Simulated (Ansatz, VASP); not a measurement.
Co: VASP beside Ansatz

```
Co
1.0
     2.30577    0.00000    0.00000
     0.00000    2.30577    0.00000
     0.00000    0.00000    2.30577
Co
1
Cartesian
  0.0000 0.0000 0.0000
```

Alike in both runs: functional RPBE; k mesh 14 × 14 × 14; occupations fermi-dirac, width 0.1 eV; no spin polarisation.

Ansatz relaxed the structure, and its values are those at the end. VASP's run is a single point on that final structure, the one shown.

```csv
,VASP,Ansatz
version,VASP 6.6.1,Ansatz 0.2.0
potentials or method,"VASP PAW PBE potentials, release 64 (Co), cutoff 600 eV","plane waves (420 eV) with PAW, scalar-relativistic"
valence electrons in the cell,9,17
```

VASP gave:

```
pressure (GPa) : -0.7
```

Q: Estimate Ansatz's values.

A: Pressure (GPa): 0.0.

VASP's potentials were made for PBE, not for RPBE. VASP's potentials hold 9 valence electrons a cell and Ansatz's 17, so a difference there can come from the potentials and not from the codes.
